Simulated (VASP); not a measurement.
The system is CO2.

```xyz
3
Lattice="2.8600 0.0000 0.0000 -1.4300 2.4768 0.0000 0.0000 0.0000 3.1460" Properties=species:S:1:pos:R:3 pbc="T T T"
C     0.0000    0.0000    0.0000
O     0.0000    1.6512    1.5730
O     1.4300    0.8256    1.5730
```

| Quantity | Value |
| --- | --- |
| Program | VASP 6.6.1 |
| Task | relaxation of cell and atoms |
| Functional | PBEsol |
| Potentials or basis | VASP PAW PBE potentials, release 64 (C, O) |
| Cutoff | 600 eV |
| k mesh | 9 × 9 × 7 |
| Occupations | fermi-dirac, width 0.02 eV |
| Spin | no spin polarisation |

At the start: pressure 52.6 GPa; volume 7.43 Å³/atom.

**Question.** Where does the relaxation end?

**Answer.** Over 13 steps the energy falls by 600.4 meV/atom and the volume is 8.13 Å³/atom (+9.4 %); space group P6/mmm (No. 191, to 0.1 Å) before and after.

Step by step:
```
step  energy change (eV)  largest force (eV/Å)  pressure (GPa)  volume (Å³)
   1              0.0000                0.0000           52.57        22.29
   2             -1.1209                0.0000          -16.61        30.91
   3             -1.2068                0.0000           -7.01        28.60
   4             -1.5114                0.0000           -8.99        27.63
   5             -1.6385                0.0000           -3.80        23.95
   6             -1.7535                0.0000           -8.43        25.47
   7             -1.7518                0.0000           -9.48        26.03
   8             -1.7567                0.0000           -9.25        25.84
   9             -1.7788                0.0000            7.52        23.39
  10             -1.8007                0.0000           -0.11        24.36
  11             -1.8007                0.0000            0.11        24.33
  12             -1.8011                0.0000            0.11        24.36
  13             -1.8012                0.0000            0.13        24.38
```

Final structure:
```xyz
3
Lattice="3.3063 0.0000 0.0000 -1.6531 2.8633 0.0000 0.0000 0.0000 2.5750" Properties=species:S:1:pos:R:3 pbc="T T T"
C     0.0000    0.0000    0.0000
O     0.0000    1.9089    1.2875
O     1.6531    0.9544    1.2875
```

Caveat: a cell axis changed by over 15 % at a fixed basis, so the end point is rough; the PAW data sets were made with another functional, which shifts forces and pressure a little.
